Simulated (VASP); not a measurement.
# GaN (GaN (P6_3mc)) (P6_3mc) in VASP: notebook, part 2 of 2

VASP 6.6.1. Earlier steps stand in the parts before.

### Step 3. Single point, PBE

INCAR reads:

```
PREC = Accurate
ENCUT = 520
EDIFF = 1E-6
ISMEAR = 0
SIGMA = 0.01
LREAL = Auto
LASPH = True
NELM = 80
ALGO = Normal
ISIF = 2
LWAVE = False
LCHARG = True
GGA = PE
LELF = True
LVHAR = True
NBANDS = 86
ISYM = 0
```

KPOINTS reads:

```
Automatic mesh
0
Gamma
  1 1 2
  0.25 0.25 0.25
```

POSCAR reads:

```
GaN
1.0
    6.4372426901      0.0000000029      0.0000000000
   -3.2186213475      5.5748156985      0.0000000000
    0.0000000000      0.0000000000      5.2435339950
Ga N
8 8
Direct
    0.3333333333      0.1666666667      0.4991368700
    0.1666666667      0.3333333333      0.9991368700
    0.3333333333      0.6666666667      0.4991368700
    0.1666666667      0.8333333333      0.9991368700
    0.8333333333      0.1666666667      0.4991368700
    0.6666666667      0.3333333333      0.9991368700
    0.8333333333      0.6666666667      0.4991368700
    0.6666666667      0.8333333333      0.9991368700
    0.3333333333      0.1666666667      0.8758631300
    0.1666666667      0.3333333333      0.3758631300
    0.3333333333      0.6666666667      0.8758631300
    0.1666666667      0.8333333333      0.3758631300
    0.8333333333      0.1666666667      0.8758631300
    0.6666666667      0.3333333333      0.3758631300
    0.8333333333      0.6666666667      0.8758631300
    0.6666666667      0.8333333333      0.3758631300
```

Potentials or basis: VASP PAW PBE potentials, release 64 (Ga_d, N).

The run is started by

```
$ cat potpaw_PBE.64/Ga_d/POTCAR potpaw_PBE.64/N/POTCAR > POTCAR
$ mpirun -np 1 vasp_std > vasp.out
```

OUTCAR:

```text
PREC = Accurate
   ENCUT = 520
   EDIFF = 1E-6
   ISMEAR = 0
   LREAL = Auto
   LASPH = True
   NELM = 80
   ISIF = 2
   GGA = PE
   ISYM = 0

 ion  position               nearest neighbor table
   1  0.333  0.167  0.499-  10 1.97  12 1.97  14 1.97   9 1.98
   2  0.167  0.333  0.999-   9 1.97  11 1.97  13 1.97  10 1.98
   3  0.333  0.667  0.499-  12 1.97  10 1.97  16 1.97  11 1.98
   4  0.167  0.833  0.999-  11 1.97   9 1.97  15 1.97  12 1.98
   5  0.833  0.167  0.499-  14 1.97  16 1.97  10 1.97  13 1.98
   6  0.667  0.333  0.999-  13 1.97  15 1.97   9 1.97  14 1.98
[... 8 lines left out ...]
  15  0.833  0.667  0.876-   8 1.97   6 1.97   4 1.97   7 1.98
  16  0.667  0.833  0.376-   7 1.97   5 1.97   3 1.97   8 1.98

IMPORTANT INFORMATION: All symmetrisations will be switched off!
NOSYMM: (Re-)initialisation of all symmetry stuff for point group C_1.

----------------------------------------------------------------------------------------

                                     Primitive cell

  volume of cell :     188.1718

  direct lattice vectors                    reciprocal lattice vectors
     6.437242690  0.000000003  0.000000000     0.155346015  0.089689064  0.000000000
    -3.218621348  5.574815699  0.000000000    -0.000000000  0.179378127  0.000000000
     0.000000000  0.000000000  5.243533995     0.000000000  0.000000000  0.190711074

  length of vectors
     6.437242690  6.437242690  5.243533995     0.179378127  0.179378127  0.190711074

  position of ions in fractional coordinates (direct lattice)
     0.333333333  0.166666667  0.499136870
     0.166666667  0.333333333  0.999136870
     0.333333333  0.666666667  0.499136870
     0.166666667  0.833333333  0.999136870
     0.833333333  0.166666667  0.499136870
     0.666666667  0.333333333  0.999136870
[... 8 lines left out ...]
     0.833333333  0.666666667  0.875863130
     0.666666667  0.833333333  0.375863130

  ion indices of the primitive-cell ions
   primitive index   ion index
                 1           1
                 2           2
                 3           3
                 4           4
                 5           5
                 6           6
[... 8 lines left out ...]
                15          15
                16          16

----------------------------------------------------------------------------------------

 KPOINTS: Automatic mesh

Automatic generation of k-mesh.
 Grid dimensions read from file:
 generate k-points for:    1    1    2

 Generating k-lattice:

  Cartesian coordinates                     Fractional coordinates (reciprocal lattice)
     0.155346015  0.089689064  0.000000000     1.000000000  0.000000000  0.000000000
    -0.000000000  0.179378127  0.000000000    -0.000000000  1.000000000  0.000000000
     0.000000000  0.000000000  0.095355537     0.000000000  0.000000000  0.500000000

  Length of vectors
     0.179378127  0.179378127  0.095355537

  Shift w.r.t. Gamma in fractional coordinates (k-lattice)
     0.250000000  0.250000000  0.250000000

 Subroutine IBZKPT returns following result:
 ===========================================

 Found     12 irreducible k-points:

 Following reciprocal coordinates:
            Coordinates               Weight
  0.250000  0.250000  0.125000      2.000000
 -0.250000  0.500000  0.125000      2.000000
  0.500000  0.250000  0.125000      2.000000
 -0.250000 -0.250000  0.125000      2.000000
  0.250000  0.500000  0.125000      2.000000
  0.500000 -0.250000  0.125000      2.000000
  0.250000  0.250000 -0.375000      2.000000
 -0.250000  0.500000 -0.375000      2.000000
  0.500000  0.250000 -0.375000      2.000000
 -0.250000 -0.250000 -0.375000      2.000000
  0.250000  0.500000 -0.375000      2.000000
  0.500000 -0.250000 -0.375000      2.000000
   k-points           NKPTS =     12   k-points in BZ     NKDIM =     12   number of bands    NBANDS=     86
   number of dos      NEDOS =    301   number of ions     NIONS =     16
   total plane-waves  NPLWV =  92160
   dimension x,y,z NGX =    48 NGY =   48 NGZ =   40
   dimension x,y,z NGXF=    96 NGYF=   96 NGZF=   80
   ions per type =               8   8
   NGX,Y,Z   is equivalent  to a cutoff of  12.40, 12.40, 12.68 a.u.
   NGXF,Y,Z  is equivalent  to a cutoff of  24.79, 24.79, 25.36 a.u.
 SYSTEM =  unknown system
   PREC   = accura    normal or accurate (medium, high low for compatibility)
   ISTART =      0    job   : 0-new  1-cont  2-samecut
   ICHARG =      2    charge: 1-file 2-atom 10-const
   ISPIN  =      1    spin polarized calculation?
   LNONCOLLINEAR =      F non collinear calculations
   LSORBIT =      F    spin-orbit coupling
   LASPH  =      T    aspherical Exc in radial PAW
   ENCUT  =  520.0 eV  38.22 Ry    6.18 a.u.  11.97 11.97  9.75*2*pi/ulx,y,z
   NELM   =     80;   NELMIN=  2; NELMDL= -5     # of ELM steps
   EDIFF  = 0.1E-05   stopping-criterion for ELM
   LREAL  =      T    real-space projection
   EDIFFG = 0.1E-04   stopping-criterion for IOM
   NSW    =      0    number of steps for IOM
   IBRION =     -1    ionic relax: 0-MD 1-quasi-New 2-CG
   NFREE  =      0    steps in history (QN), initial steepest desc. (CG)
   ISIF   =      2    stress and relaxation
   ISYM   =      0    0-nonsym 1-usesym 2-fastsym
   POTIM  = 0.5000    time-step for ionic-motion
   TEBEG  =    0.0;   TEEND  =   0.0 temperature during run
   PSTRESS=    0.0 pullay stress
   NELECT =     144.0000    total number of electrons
   NUPDOWN=      -1.0000    fix difference up-down
   EMIN   =  10.00;   EMAX   =-10.00  energy-range for DOS
   EFERMI =   0.00;   METHOD = LEGACY
   ISMEAR =     0;   SIGMA  =   0.01  broadening in eV -4-tet -1-fermi 0-gaus
   EFERMI_NEDOS =   21; number of points for ismear=-14 and -15
   IALGO  =     38    algorithm
   IMIX   =      4    mixing-type and parameters
     AMIX     =   0.40;   BMIX     =  1.00
     AMIX_MAG =   1.60;   BMIX_MAG =  1.00
  volume/ion in A,a.u.               =      11.76        79.37
  Fermi-wavevector in a.u.,A,eV,Ry     =   1.497422  2.829717 30.507965  2.242272
  Thomas-Fermi vector in A             =   2.609312
   LORBIT       =      0    0 simple, 1 ext, 2 COOP (PROOUT), +10 PAW based schemes
   GGA     = PE    functional components
   LHFCALC =     F    Hartree Fock is set to
   AEXX    =    0.0000 exact exchange contribution
   IVDW    =     0    specifies the selected vdW correction
   LEPSILON=     F    determine dielectric tensor
   LRPA    =     F    only Hartree local field effects (RPA)
 non-spin polarized calculation
 Gauss-broadening in eV      SIGMA  =   0.01
  energy-cutoff  :      520.00
  volume of cell :      188.17
 maximum number of plane-waves:      5074
   NGX = 23   NGY = 23   NGZ = 19

 number of electron     143.9999825 magnetization

 Free energy of the ion-electron system (eV)
  ---------------------------------------------------
  ext. energy  EPLUGINS =         0.00000000
  ---------------------------------------------------
  free energy    TOTEN  =       -99.25541915 eV

  energy without entropy =      -99.25541915  energy(sigma->0) =      -99.25541915

 E-fermi :   4.5208     XC(G=0): -11.5305

 val. band max:        4.4046882380   @ k =   0.2500   0.5000   0.1250
 cond. band min:       8.9125523749   @ k =   0.2500   0.2500   0.1250
 fundamental gap:      4.5078641369
 Fermi energy:         4.5207522036

 k-point     1 :       0.2500    0.2500    0.1250
  band No.  band energies     occupation
      1     -10.3796      2.00000
      2     -10.0951      2.00000
      3     -10.0951      2.00000
      4      -9.8693      2.00000
      5      -9.8579      2.00000
      6      -9.8166      2.00000
[... 76 lines left out ...]
     83      12.4673      0.00000
     84      12.7155      0.00000

 k-point     2 :      -0.2500    0.5000    0.1250
  band No.  band energies     occupation
      1     -10.3796      2.00000
      2     -10.0951      2.00000
      3     -10.0951      2.00000
      4      -9.8693      2.00000
      5      -9.8579      2.00000
      6      -9.8166      2.00000
[... 863 lines left out ...]
  band No.  band energies     occupation
      1     -10.1660      2.00000
      2      -9.9653      2.00000
      3      -9.9652      2.00000
      4      -9.9519      2.00000
      5      -9.8508      2.00000
      6      -9.8508      2.00000
[... 76 lines left out ...]
     83      12.2135      0.00000
     84      12.2136      0.00000
 [bands above 84 left out]

------------------------ aborting loop because EDIFF is reached ----------------------------------------

  FORCE on cell =-STRESS in cart. coord.  units (eV):
  Direction    XX          YY          ZZ          XY          YZ          ZX
  --------------------------------------------------------------------------------------
  -------------------------------------------------------------------------------------
  Total       -2.1636954     -2.1632520      1.4419269     -0.0000476      0.0001152     -0.0000587
  in kB      -18.4226553    -18.4188796     12.2772000     -0.0004050      0.0009810     -0.0005002
  external PRESSURE =      -8.1881117 kB  Pullay stress =       0.0000000 kB

 VOLUME and BASIS-vectors are now :
 -----------------------------------------------------------------------------
  energy-cutoff  :      520.00
  volume of cell :      188.17
      direct lattice vectors                 reciprocal lattice vectors
     6.437242690  0.000000003  0.000000000     0.155346015  0.089689064  0.000000000
    -3.218621348  5.574815699  0.000000000    -0.000000000  0.179378127  0.000000000
     0.000000000  0.000000000  5.243533995     0.000000000  0.000000000  0.190711074

 POSITION                                       TOTAL-FORCE (eV/Angst)
 -----------------------------------------------------------------------------------
      1.60931      0.92914      2.61724        -0.000010     -0.000077     -0.061313
     -0.00000      1.85827      5.23901         0.000023     -0.000030     -0.061275
     -0.00000      3.71654      2.61724        -0.000093      0.000032     -0.061286
     -1.60931      4.64568      5.23901         0.000111     -0.000001     -0.061222
      4.82793      0.92914      2.61724         0.000013     -0.000018     -0.061342
      3.21862      1.85827      5.23901        -0.000033     -0.000092     -0.061346
[... 8 lines left out ...]
      3.21862      3.71654      4.59262        -0.000226     -0.000234      0.061685
      1.60931      4.64568      1.97085        -0.000228      0.000236      0.061085
 -----------------------------------------------------------------------------------
    total drift:                                0.000170      0.000347      0.009741

  FREE ENERGIE OF THE ION-ELECTRON SYSTEM (eV)
  ---------------------------------------------------
  free  energy   TOTEN  =       -99.2554191514 eV

  energy  without entropy=      -99.2554191514  energy(sigma->0) =      -99.25541915
```

Run time: 4 min. Hardware: 1 thread of Intel Xeon Platinum 8488C (Sapphire Rapids), shared host; peak memory 0.34 GiB.

Results:

```
Free energy            : -99.2554 eV
Pressure               : -0.8 GPa
Largest force          : 0.062 eV/Å
Band gap on the k mesh : 4.51 eV
```

Forces on the atoms (eV/Å):
```
Ga   0.000  0.000 -0.061
Ga   0.000  0.000 -0.061
Ga   0.000  0.000 -0.061
Ga   0.000  0.000 -0.061
Ga   0.000  0.000 -0.061
Ga   0.000  0.000 -0.061
Ga   0.000  0.000 -0.061
Ga   0.000  0.000 -0.061
N    0.000  0.000  0.061
N    0.000  0.000  0.062
N    0.000  0.000  0.061
N    0.000  0.000  0.061
N    0.000  0.000  0.061
N    0.000  0.000  0.061
N    0.000  0.000  0.062
N    0.000  0.000  0.061
```

Stress tensor (GPa, compression positive):
```
-1.84  0.00  0.00
 0.00 -1.84  0.00
 0.00  0.00  1.23
```

Caveat: the k points lie up to 1.13 Å⁻¹ apart. Expect the measured gap to be larger: semilocal functionals such as PBE lack the derivative discontinuity.

### Step 4. Single point, PBE

INCAR reads:

```
SYSTEM = GaN
PREC = Accurate
ENCUT = 910
EDIFF = 1E-6
ISMEAR = 0
SIGMA = 0.01
LREAL = Auto
LASPH = .TRUE.
NELM = 120
ALGO = Normal
ISIF = 2
LWAVE = .FALSE.
LCHARG = .FALSE.
GGA = PE
NBANDS = 86
ISYM = 0
GGA_COMPAT = .FALSE.
```

KPOINTS is that of step 3.

POSCAR reads:

```
GaN
1.0
    6.4372426900      0.0000000000      0.0000000000
   -3.2186213500      5.5748157000      0.0000000000
    0.0000000000      0.0000000000      5.2435339950
Ga N
8 8
Direct
    0.3333333350      0.1666666650      0.4991368700
    0.1666666650      0.3333333350      0.9991368700
    0.3333333350      0.6666666650      0.4991368700
    0.1666666650      0.8333333350      0.9991368700
    0.8333333350      0.1666666650      0.4991368700
    0.6666666650      0.3333333350      0.9991368700
    0.8333333350      0.6666666650      0.4991368700
    0.6666666650      0.8333333350      0.9991368700
    0.3333333350      0.1666666650      0.8758631300
    0.1666666650      0.3333333350      0.3758631300
    0.3333333350      0.6666666650      0.8758631300
    0.1666666650      0.8333333350      0.3758631300
    0.8333333350      0.1666666650      0.8758631300
    0.6666666650      0.3333333350      0.3758631300
    0.8333333350      0.6666666650      0.8758631300
    0.6666666650      0.8333333350      0.3758631300
```

Potentials or basis: VASP PAW PBE potentials, release 64 (Ga_d, N_h).

The run is started by

```
$ cat potpaw_PBE.64/Ga_d/POTCAR potpaw_PBE.64/N_h/POTCAR > POTCAR
$ mpirun -np 1 vasp_std > vasp.out
```

It took 12 min on 1 thread of Intel Xeon 6975P-C (Granite Rapids), shared host; peak memory 0.64 GiB.

It converged, with:

| Item | Value |
| --- | --- |
| Free energy | -99.3241 eV |
| Pressure | -0.9 GPa |
| Largest force | 0.065 eV/Å |
| Band gap on the k mesh | 4.51 eV |

Forces in eV/Å, atoms in the order of the input:
```
Ga   0.000  0.000 -0.065
Ga   0.000  0.000 -0.065
Ga   0.000  0.000 -0.065
Ga   0.000  0.000 -0.065
Ga   0.000  0.000 -0.065
Ga   0.000  0.000 -0.065
Ga   0.000  0.000 -0.065
Ga   0.000  0.000 -0.065
N    0.000  0.000  0.065
N    0.000  0.000  0.065
N    0.000  0.000  0.065
N    0.000  0.000  0.065
N    0.000  0.000  0.065
N    0.000  0.000  0.065
N    0.000  0.000  0.065
N    0.000  0.000  0.065
```

Stress tensor (GPa, compression positive):
```
-1.90  0.00  0.00
 0.00 -1.90  0.00
 0.00  0.00  1.22
```

Levels at points of the mesh, in eV from the valence-band top:
| k point | band 70 | band 71 | band 72 | band 73 | band 74 | band 75 |
| --- | --- | --- | --- | --- | --- | --- |
| (0.25, 0.25, 0.12) | -0.52 | -0.09 | 0.00 | 4.51 | 5.52 | 5.52 |

Caveat: the k points lie up to 1.13 Å⁻¹ apart; the cutoff is under 1.25 times the usual one of these potentials, so pressure, stress and relaxed cells hold a basis-set (Pulay) error. A k mesh can miss the band edges.
